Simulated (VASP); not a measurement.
Crystal: Si.

```xyz
1
Lattice="-1.1355 1.1355 1.1355 1.1355 -1.1355 1.1355 1.1355 1.1355 -1.1355" Properties=species:S:1:pos:R:3 pbc="T T T"
Si    0.0000    0.0000    0.0000
```

Base run:

```yaml
Program: VASP 6.6.1
Functional: PBE
Potentials_or_basis: VASP PAW PBE potentials, release 64 (Si)
Cutoff: 520 eV
k_mesh: 17 × 17 × 17, shifted
Occupations: fermi-dirac, width 0.1 eV
Spin: no spin polarisation
```

Its results: band gap on the k mesh zero (band 2 reaches 44.09 eV, above the bottom of band 3 at 20.73 eV); pressure 562.8 GPa.

**Question.** The run is repeated on the same cell with these changes: k mesh from 17 × 17 × 17, shifted to 17 × 17 × 17; occupations from fermi-dirac, width 0.1 eV to fermi-dirac, width 0.05 eV. What comes out?

**Answer.** Band gap on the k mesh zero (band 2 reaches 44.70 eV, above the bottom of band 3 at 20.23 eV); pressure 562.1 GPa.
